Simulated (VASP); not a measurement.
# HfC (P6_3/mmc) in VASP: a series of runs

The runs below take HfC through single point, relaxation of cell and atoms, with PBEsol.

Everything below comes from runs of VASP 6.6.1. Logs are shortened: lines on timing, memory, paths and dates and some standing lists are left out, and cuts for length are marked.

## Step 1: The cell of the first run

Symmetry: P6_3/mmc, No. 194, hexagonal system. Conventional cell: a = 3.301 Å, b = 3.301 Å, c = 5.169 Å, α = 90.00°, β = 90.00°, γ = 120.00°. Hf (site symmetry -6m2) has 6 C at 2.30 Å within 3.0 Å. C (site symmetry -3m) has 6 Hf at 2.30 Å and 2 C at 2.58 Å within 3.0 Å.

## Step 2: Single point, PBEsol

The input, INCAR:

```
SYSTEM = HfC
ALGO = Normal ; EDIFF = 1E-6
ENCUT = 520 ; GGA = PS
ISIF = 2 ; ISMEAR = 0
LASPH = .TRUE. ; LCHARG = .TRUE.
LELF = .TRUE. ; LREAL = .FALSE.
LVHAR = .TRUE. ; LWAVE = .FALSE.
NBANDS = 22 ; NELM = 60
PREC = Accurate ; SIGMA = 0.1
```

The input, KPOINTS:

```
k-points
0
G
  12 12 9
  0 0 0
```

The input, POSCAR:

```
HfC
1.0
    3.3008934944      0.0000000000      0.0000000000
   -1.6504467472      2.8586576213      0.0000000000
    0.0000000000      0.0000000000      5.1691492103
Hf C
2 2
Direct
    0.0000000000      0.0000000000      0.0000000000
    0.3333333333      0.6666666667      0.5000000000
    0.6666666667      0.3333333333      0.2500000000
    0.6666666667      0.3333333333      0.7500000000
```

Potentials or basis: VASP PAW PBE potentials, release 64 (Hf_pv, C).

Command:

```bash
$ cat potpaw_PBE.64/Hf_pv/POTCAR potpaw_PBE.64/C/POTCAR > POTCAR
$ mpirun -np 1 vasp_std > vasp.out
```

OUTCAR:

```text
SYSTEM = HfC
   EDIFF = 1E-6
   ENCUT = 520
   GGA = PS
   ISIF = 2
   ISMEAR = 0
   LASPH = .TRUE.
   LREAL = .FALSE.
   NELM = 60
   PREC = Accurate

 ion  position               nearest neighbor table
   1  0.000  0.000  0.000-   3 2.30   4 2.30   3 2.30   4 2.30   3 2.30   4 2.30   2 3.21   2 3.21
                             2 3.21   2 3.21   2 3.21   2 3.21
   2  0.333  0.667  0.500-   3 2.30   4 2.30   3 2.30   4 2.30   3 2.30   4 2.30   1 3.21   1 3.21
                             1 3.21   1 3.21   1 3.21   1 3.21
   3  0.667  0.333  0.250-   2 2.30   1 2.30   2 2.30   1 2.30   1 2.30   2 2.30
   4  0.667  0.333  0.750-   2 2.30   1 2.30   2 2.30   1 2.30   1 2.30   2 2.30

  LATTYP: Found a hexagonal cell.
 ALAT       =     3.3008934944
 C/A-ratio  =     1.5659848520

  Lattice vectors:

 A1 = (   3.3008934944,   0.0000000000,   0.0000000000)
 A2 = (  -1.6504467472,   2.8586576213,   0.0000000000)
 A3 = (   0.0000000000,   0.0000000000,   5.1691492103)

Analysis of symmetry for initial positions (statically):
=====================================================================
 Subroutine PRICEL returns:
 Original cell was already a primitive cell.

 Routine SETGRP: Setting up the symmetry group for a
 hexagonal supercell.

 Subroutine GETGRP returns: Found 24 space group operations
 (whereof 12 operations were pure point group operations)
 out of a pool of 24 trial point group operations.

The static configuration has the point symmetry D_3h.
 The point group associated with its full space group is D_6h.

Analysis of symmetry for dynamics (positions and initial velocities):
=====================================================================
 Subroutine PRICEL returns:
 Original cell was already a primitive cell.

 Routine SETGRP: Setting up the symmetry group for a
 hexagonal supercell.

 Subroutine GETGRP returns: Found 24 space group operations
 (whereof 12 operations were pure point group operations)
 out of a pool of 24 trial point group operations.

The dynamic configuration has the point symmetry D_3h.
 The point group associated with its full space group is D_6h.

 Subroutine INISYM returns: Found 24 space group operations
 (whereof 12 operations are pure point group operations),
 and found     1 'primitive' translations

----------------------------------------------------------------------------------------

                                     Primitive cell
[... 94 lines left out ...]
   NELM   =     60;   NELMIN=  2; NELMDL= -5     # of ELM steps
   EDIFF  = 0.1E-05   stopping-criterion for ELM
   LREAL  =      F    real-space projection
   EDIFFG = 0.1E-04   stopping-criterion for IOM
   NSW    =      0    number of steps for IOM
   IBRION =     -1    ionic relax: 0-MD 1-quasi-New 2-CG
   NFREE  =      0    steps in history (QN), initial steepest desc. (CG)
   ISIF   =      2    stress and relaxation
   ISYM   =      2    0-nonsym 1-usesym 2-fastsym
   POTIM  = 0.5000    time-step for ionic-motion
   TEBEG  =    0.0;   TEEND  =   0.0 temperature during run
   PSTRESS=    0.0 pullay stress
   NELECT =      28.0000    total number of electrons
   NUPDOWN=      -1.0000    fix difference up-down
   EMIN   =  10.00;   EMAX   =-10.00  energy-range for DOS
   EFERMI =   0.00;   METHOD = LEGACY
   ISMEAR =     0;   SIGMA  =   0.10  broadening in eV -4-tet -1-fermi 0-gaus
   EFERMI_NEDOS =   21; number of points for ismear=-14 and -15
   IALGO  =     38    algorithm
   IMIX   =      4    mixing-type and parameters
     AMIX     =   0.40;   BMIX     =  1.00
     AMIX_MAG =   1.60;   BMIX_MAG =  1.00
  volume/ion in A,a.u.               =      12.19        82.29
  Fermi-wavevector in a.u.,A,eV,Ry     =   1.360577  2.571119 25.186710  1.851171
  Thomas-Fermi vector in A             =   2.487228
   LORBIT       =      0    0 simple, 1 ext, 2 COOP (PROOUT), +10 PAW based schemes
   GGA     = PS    functional components
   LHFCALC =     F    Hartree Fock is set to
   AEXX    =    0.0000 exact exchange contribution
   IVDW    =     0    specifies the selected vdW correction
   LEPSILON=     F    determine dielectric tensor
   LRPA    =     F    only Hartree local field effects (RPA)
 non-spin polarized calculation
 Gauss-broadening in eV      SIGMA  =   0.10
  energy-cutoff  :      520.00
  volume of cell :       48.78
 maximum number of plane-waves:      1328
 NGX is ok and might be reduce to    28

 number of electron      28.0000002 magnetization

 Free energy of the ion-electron system (eV)
  ---------------------------------------------------
  ext. energy  EPLUGINS =         0.00000000
  ---------------------------------------------------
  free energy    TOTEN  =       -43.65136245 eV

  energy without entropy =      -43.64722186  energy(sigma->0) =      -43.64929216

 E-fermi :   6.5454     XC(G=0): -12.5698

 val. band max:        6.5304665791   @ k =   0.3333   0.2500   0.0000
 cond. band min:       6.6187532457   @ k =   0.2500   0.1667   0.3333
 fundamental gap:      0.0882866667
 Fermi energy:         6.5454023659

 k-point     1 :       0.0000    0.0000    0.0000
  band No.  band energies     occupation
      1     -23.9942      2.00000
      2     -23.3408      2.00000
      3     -23.3408      2.00000
      4     -23.2441      2.00000
      5     -23.2441      2.00000
      6     -23.1633      2.00000
[... 589 lines left out ...]
     21      13.0191      0.00000
     22      13.7799      0.00000

 [... further k-points ...]

------------------------ aborting loop because EDIFF is reached ----------------------------------------

  FORCE on cell =-STRESS in cart. coord.  units (eV):
  Direction    XX          YY          ZZ          XY          YZ          ZX
  --------------------------------------------------------------------------------------
  -------------------------------------------------------------------------------------
  Total       -0.1313758     -0.1313758     -0.1104991      0.0000000     -0.0000000      0.0000000
  in kB       -4.3153208     -4.3153208     -3.6295830      0.0000000     -0.0000000      0.0000000
  external PRESSURE =      -4.0867415 kB  Pullay stress =       0.0000000 kB

 VOLUME and BASIS-vectors are now :
 -----------------------------------------------------------------------------
  energy-cutoff  :      520.00
  volume of cell :       48.78
      direct lattice vectors                 reciprocal lattice vectors
     3.300893494  0.000000000  0.000000000     0.302948278  0.174907270  0.000000000
    -1.650446747  2.858657621  0.000000000     0.000000000  0.349814540  0.000000000
     0.000000000  0.000000000  5.169149210     0.000000000  0.000000000  0.193455433

 POSITION                                       TOTAL-FORCE (eV/Angst)
 -----------------------------------------------------------------------------------
      0.00000      0.00000      0.00000        -0.000000     -0.000000     -0.000000
     -0.00000      1.90577      2.58457         0.000000     -0.000000     -0.000000
      1.65045      0.95289      1.29229        -0.000000     -0.000000     -0.000000
      1.65045      0.95289      3.87686        -0.000000      0.000000      0.000000
 -----------------------------------------------------------------------------------
    total drift:                                0.000000     -0.000000     -0.000000

  FREE ENERGIE OF THE ION-ELECTRON SYSTEM (eV)
  ---------------------------------------------------
  free  energy   TOTEN  =       -43.6513624520 eV

  energy  without entropy=      -43.6472218584  energy(sigma->0) =      -43.64929216
```

OSZICAR:

```text
N       E                     dE             d eps       ncg     rms          rms(c)
DAV:   1     0.884416187269E+02    0.88442E+02   -0.15088E+04  4180   0.124E+03
DAV:   2    -0.434890044064E+02   -0.13193E+03   -0.12637E+03  5336   0.291E+02
DAV:   3    -0.489909740007E+02   -0.55020E+01   -0.54546E+01  5394   0.436E+01
DAV:   4    -0.490463547954E+02   -0.55381E-01   -0.55319E-01  5202   0.482E+00
DAV:   5    -0.490469635990E+02   -0.60880E-03   -0.60869E-03  5602   0.438E-01    0.807E+01
DAV:   6    -0.439244670857E+02    0.51225E+01   -0.40982E+01  4918   0.224E+01    0.589E+01
DAV:   7    -0.437247946769E+02    0.19967E+00   -0.30654E+00  4720   0.797E+00    0.241E+01
DAV:   8    -0.436655671123E+02    0.59228E-01   -0.20970E-01  5318   0.256E+00    0.403E+00
DAV:   9    -0.436552375736E+02    0.10330E-01   -0.14470E-01  4848   0.147E+00    0.360E+00
DAV:  10    -0.436518824394E+02    0.33551E-02   -0.91703E-03  5198   0.500E-01    0.564E-01
DAV:  11    -0.436513781773E+02    0.50426E-03   -0.23399E-03  5054   0.209E-01    0.399E-01
DAV:  12    -0.436513623262E+02    0.15851E-04   -0.16051E-04  5504   0.570E-02    0.179E-02
DAV:  13    -0.436513624520E+02   -0.12577E-06   -0.24983E-06  4654   0.101E-02
   1 F= -.43651362E+02 E0= -.43649292E+02  d E =-.414059E-02
```

Wall time 3.4 min (1 thread of AMD EPYC 7R43 (Zen 3), shared host); peak memory 0.2 GiB.

What came out:

```
Free energy            : -43.6514 eV
Pressure               : -0.4 GPa
Band gap on the k mesh : zero (bands 14 and 15 overlap by 1.31 eV)
```

Caveat: the PAW data sets were made with another functional, which shifts forces and pressure a little; spin-orbit coupling is left out, which moves the levels of the heavy elements.

## Step 3: Single point, PBEsol

This run uses another cell than the first one, of 12.94 Å³/atom.

The input, INCAR:

```
ALGO     = Normal         # electronic algorithm
EDIFF    = 1E-7           # SCF threshold, eV
ENCUT    = 520            # plane-wave cutoff, eV
GGA      = PS             # functional
ISIF     = 2              # what is computed and relaxed
ISMEAR   = 0              # smearing method
LASPH    = T              # aspherical terms in the spheres
LCHARG   = F              # write CHGCAR
LREAL    = F              # projectors in reciprocal space
LWAVE    = F              # write WAVECAR
NBANDS   = 22             # bands
NELM     = 100            # most SCF steps
PREC     = Accurate       # precision mode
SIGMA    = 0.1            # smearing width, eV
```

The input, KPOINTS:

```
k-points
0
Gamma
  12 12 9
```

The input, POSCAR:

```
HfC
1.0
    3.2331193323      0.0000000000      0.0000000000
   -1.6165596661      2.7999634752      0.0000000000
    0.0000000000      0.0000000000      5.7197345262
Hf C
2 2
Direct
    0.0000000000      0.0000000000      0.0000000000
    0.0000000000      0.0000000000      0.5000000000
    0.3333333333      0.6666666667      0.2500000000
    0.6666666667      0.3333333333      0.7500000000
```

Potentials or basis: VASP PAW PBE potentials, release 64 (Hf_pv, C).

Command:

```bash
$ cat potpaw_PBE.64/Hf_pv/POTCAR potpaw_PBE.64/C/POTCAR > POTCAR
$ mpirun -np 1 vasp_std > vasp.out
```

Wall time 3 min (1 thread of AMD EPYC 7R43 (Zen 3), shared host); peak memory 0.2 GiB.

It converged, with:

```yaml
Free_energy: -42.1571 eV
Pressure: -0.5 GPa
Band_gap_on_the_k_mesh: zero (bands 14 and 15 overlap by 1.67 eV)
```

Stress tensor (GPa, compression positive):
```
-0.40  0.00  0.00
 0.00 -0.40  0.00
 0.00  0.00 -0.78
```

Levels at points of the mesh, in eV from the Fermi level:
```tsv
k point	band 11	band 12	band 13	band 14	band 15	band 16	band 17	band 18
(0.00, 0.00, 0.00)	-2.28	-1.22	0.84	1.47	1.47	2.12	2.12	2.24
(0.50, 0.00, 0.00)	-2.55	-1.81	-1.12	-0.93	0.41	2.07	5.63	5.79
```

Caveat: the PAW data sets were made with another functional, which shifts forces and pressure a little; spin-orbit coupling is left out, which moves the levels of the heavy elements.

## Step 4: Single point, PBEsol

This run uses another cell than the first one: it holds 8 atoms, not 4.

The input, INCAR:

```
SYSTEM = HfC
ALGO = Normal
EDIFF = 1E-6
ENCUT = 520
GGA = PS
ISIF = 2
ISMEAR = 0
LASPH = .True.
LCHARG = .False.
LREAL = .False.
LWAVE = .False.
NBANDS = 38
NELM = 80
PREC = Accurate
SIGMA = 0.1
```

The input, KPOINTS:

```
k-points
0
Gamma
  12 12 5
  0 0 0
```

The input, POSCAR:

```
HfC
1.0
    3.2684833795      0.0000000000      0.0000000000
   -1.6342416898      2.8305896385      0.0000000000
    0.0000000000      0.0000000000     10.5643258838
Hf C
4 4
Direct
    0.0000000000      0.0000000000      0.0000000000
    0.3333333333      0.6666666667      0.2500000000
    0.0000000000      0.0000000000      0.5000000000
    0.6666666667      0.3333333333      0.7500000000
    0.6666666667      0.3333333333      0.1233527673
    0.6666666667      0.3333333333      0.3766472327
    0.3333333333      0.6666666667      0.6233527673
    0.3333333333      0.6666666667      0.8766472327
```

Command:

```bash
$ cat potpaw_PBE.64/Hf_pv/POTCAR potpaw_PBE.64/C/POTCAR > POTCAR
$ mpirun -np 1 vasp_std > vasp.out
```

Run time: 4.8 min. Hardware: 1 thread of AMD EPYC 7R43 (Zen 3), shared host; peak memory 0.27 GiB.

Results (log left out):

| Property | Result |
| --- | --- |
| Free energy | -87.9552 eV |
| Pressure | -0.3 GPa |
| Largest force | 0.009 eV/Å |
| Band gap on the k mesh | zero (bands 28 and 29 overlap by 1.30 eV) |

Forces in eV/Å, atoms in the order of the input:
```
Hf   0.000  0.000  0.000
Hf   0.000  0.000  0.000
Hf   0.000  0.000  0.000
Hf   0.000  0.000  0.000
C    0.000  0.000  0.009
C    0.000  0.000 -0.009
C    0.000  0.000  0.009
C    0.000  0.000 -0.009
```

Levels at points of the mesh, in eV from the Fermi level:
```tsv
k point	band 24	band 25	band 26	band 27	band 28	band 29	band 30	band 31	band 32	band 33
(0.00, 0.00, 0.00)	-1.68	-1.68	-0.36	-0.36	1.15	1.41	1.51	1.51	2.18	2.18
(0.50, 0.00, 0.00)	-2.82	-2.19	-2.01	-1.87	-0.47	0.37	1.27	2.05	4.90	5.15
```

Caveat: the PAW data sets were made with another functional, which shifts forces and pressure a little; spin-orbit coupling is left out, which moves the levels of the heavy elements.

## Step 5: Single point, PBEsol

This run uses another cell than the first one: it holds 12 atoms, not 4.

The input, INCAR:

```
  ALGO = Normal
  EDIFF = 1E-7
  ENCUT = 520
  GGA = PS
  ISIF = 2
  ISMEAR = 0
  LASPH = T
  LCHARG = F
  LREAL = F
  LWAVE = F
  NBANDS = 54
  NELM = 60
  PREC = Accurate
  SIGMA = 0.1
```

The input, KPOINTS:

```
k-points
0
Gamma
  12 12 3
```

The input, POSCAR:

```
HfC
1.0
    3.2636731801      0.0000000000      0.0000000000
   -1.6318365901      2.8264238836      0.0000000000
    0.0000000000      0.0000000000     15.9089888977
Hf C
6 6
Direct
    0.0000000000      0.0000000000      0.0000000000
    0.3333333333      0.6666666667      0.1669353339
    0.6666666667      0.3333333333      0.3330646661
    0.0000000000      0.0000000000      0.5000000000
    0.6666666667      0.3333333333      0.6669353339
    0.3333333333      0.6666666667      0.8330646661
    0.6666666667      0.3333333333      0.0848093635
    0.0000000000      0.0000000000      0.2500000000
    0.3333333333      0.6666666667      0.4151906365
    0.3333333333      0.6666666667      0.5848093635
    0.0000000000      0.0000000000      0.7500000000
    0.6666666667      0.3333333333      0.9151906365
```

Command:

```bash
$ cat potpaw_PBE.64/Hf_pv/POTCAR potpaw_PBE.64/C/POTCAR > POTCAR
$ mpirun -np 1 vasp_std > vasp.out
```

It took 10 min on 1 thread of AMD EPYC 7R43 (Zen 3), shared host; peak memory 0.34 GiB.

The run converged. Its results:

- Free energy: -132.2827 eV
- Pressure: -0.4 GPa
- Largest force: 0.011 eV/Å
- Band gap on the k mesh: zero (bands 42 and 43 overlap by 1.51 eV)

Forces in eV/Å, atoms in the order of the input:
```
Hf   0.000  0.000  0.000
Hf   0.000  0.000  0.008
Hf   0.000  0.000 -0.008
Hf   0.000  0.000  0.000
Hf   0.000  0.000  0.008
Hf   0.000  0.000 -0.008
C    0.000  0.000 -0.011
C    0.000  0.000  0.000
C    0.000  0.000  0.011
C    0.000  0.000 -0.011
C    0.000  0.000  0.000
C    0.000  0.000  0.011
```

Levels at points of the mesh, in eV from the Fermi level:
```
           k point  band 39  band 40  band 41  band 42  band 43  band 44  band 45  band 46
(0.00, 0.00, 0.00)    -0.77     0.14     0.14     1.27     1.28     1.53     1.53     2.09
(0.50, 0.00, 0.00)    -1.82    -1.31    -1.09    -0.24     0.27     0.55     1.16     2.65
```

Caveat: the PAW data sets were made with another functional, which shifts forces and pressure a little; spin-orbit coupling is left out, which moves the levels of the heavy elements.

## Step 6: Relaxation of cell and atoms, PBEsol

This run uses another cell than the first one, of 12.23 Å³/atom.

The input, INCAR:

```
ALGO     = Normal         # electronic algorithm
EDIFF    = 1E-6           # SCF threshold, eV
EDIFFG   = -0.01          # ionic threshold
ENCUT    = 600            # plane-wave cutoff, eV
GGA      = PS             # functional
IBRION   = 2              # ionic algorithm
ISIF     = 3              # what is computed and relaxed
ISMEAR   = 0              # smearing method
LASPH    = True           # aspherical terms in the spheres
LCHARG   = False          # write CHGCAR
LREAL    = False          # projectors in reciprocal space
LWAVE    = False          # write WAVECAR
NELM     = 100            # most SCF steps
NSW      = 65             # ionic steps
PREC     = Accurate       # precision mode
SIGMA    = 0.1            # smearing width, eV
```

The input, KPOINTS:

```
k-points
0
Gamma
  12 12 9
```

The input, POSCAR:

```
HfC
1.0
    3.2582291144      0.0000000000      0.0000000000
   -1.6291145572      2.8217091844      0.0000000000
    0.0000000000      0.0000000000      5.3192249037
Hf C
2 2
Direct
    0.0000000000      0.0000000000      0.0000000000
    0.0000000000      0.0000000000      0.5000000000
    0.3333333333      0.6666666667      0.2500000000
    0.6666666667      0.3333333333      0.7500000000
```

Potentials or basis: VASP PAW PBE potentials, release 64 (Hf_pv, C).

Command:

```bash
$ cat potpaw_PBE.64/Hf_pv/POTCAR potpaw_PBE.64/C/POTCAR > POTCAR
$ mpirun -np 1 vasp_std > vasp.out
```

It took 14 min on 1 thread of AMD EPYC 7R43 (Zen 3), shared host; peak memory 0.22 GiB.

Results (log left out):

| Quantity | Value |
| --- | --- |
| Free energy | -42.1572 eV |
| Relaxed volume | 12.91 Å³/atom |
| Relaxed cell | a = 3.230 Å, b = 3.230 Å, c = 5.713 Å, α = 90.00°, β = 90.00°, γ = 120.00° |
| Space group after relaxing (to 0.1 Å) | P6_3/mmc (No. 194) |
| Energy gained by relaxing | 128.7 meV/atom |
| Ionic steps | 9 |
| Pressure after relaxing | 0.1 GPa |
| Band gap on the k mesh | zero (bands 14 and 15 overlap by 1.68 eV) |

Stress tensor (GPa, compression positive):
```
0.10 0.00 0.00
0.00 0.10 0.00
0.00 0.00 0.02
```

Step by step:
```tsv
step	energy change (eV)	largest force (eV/Å)	pressure (GPa)	volume (Å³)
1	0.0000	0.0000	16.56	48.90
2	0.3285	0.0000	-22.40	57.91
3	-0.4962	0.0000	-4.42	52.77
4	-0.4979	0.0000	-3.47	52.56
5	-0.5021	0.0000	2.96	50.92
6	-0.5149	0.0000	-0.14	51.68
7	-0.5149	0.0000	-0.08	51.66
8	-0.5149	0.0000	0.18	51.61
9	-0.5149	0.0000	0.07	51.63
```

Final structure:
```xyz
4
Lattice="3.2304 0.0000 0.0000 -1.6152 2.7976 0.0000 0.0000 0.0000 5.7133" Properties=species:S:1:pos:R:3 pbc="T T T"
Hf    0.0000    0.0000    0.0000
Hf    0.0000    0.0000    2.8567
C     0.0000    1.8651    1.4283
C     1.6152    0.9325    4.2850
```

Levels at points of the mesh, in eV from the Fermi level:
```tsv
k point	band 12	band 13	band 14	band 15	band 16	band 17
(0.00, 0.00, 0.00)	-1.22	0.85	1.47	1.47	2.12	2.12
(0.50, 0.00, 0.00)	-1.81	-1.13	-0.92	0.42	2.08	5.65
```

Caveat: the PAW data sets were made with another functional, which shifts forces and pressure a little; spin-orbit coupling is left out, which moves the levels of the heavy elements.

## Step 7: Overview

```csv
task,cell,k mesh,cutoff (eV),gap on the mesh (eV),pressure (GPa),largest force (eV/Å)
single point,"a = 3.301, b = 3.301, c = 5.169 Å, angles 90.0, 90.0, 120.0°, 4 atoms, atomic positions A",12 × 12 × 9,520,none,-0.4,-
single point,"a = 3.233, b = 3.233, c = 5.720 Å, angles 90.0, 90.0, 120.0°, 4 atoms, atomic positions B",12 × 12 × 9,520,none,-0.5,-
single point,"a = 3.268, b = 3.268, c = 10.564 Å, angles 90.0, 90.0, 120.0°, 8 atoms, atomic positions C",12 × 12 × 5,520,none,-0.3,0.01
single point,"a = 3.264, b = 3.264, c = 15.909 Å, angles 90.0, 90.0, 120.0°, 12 atoms, atomic positions D",12 × 12 × 3,520,none,-0.4,0.01
relaxation of cell and atoms,"relaxed from a = 3.258, b = 3.258, c = 5.319 Å, angles 90.0, 90.0, 120.0°, 4 atoms, atomic positions B",12 × 12 × 9,600,none,0.1,-
```

Alike in all rows: level PBEsol; potentials or basis VASP PAW PBE potentials, release 64 (Hf_pv, C); no spin polarisation; smearing gaussian 0.1 eV.

Caveats: the PAW data sets were made with another functional, which shifts forces and pressure a little; spin-orbit coupling is left out, which moves the levels of the heavy elements.

Total energies depend on the potentials used, so only differences within one code and one set of settings carry meaning.

The gap in the log of VASP goes by the Fermi energy; the results here count the filled bands.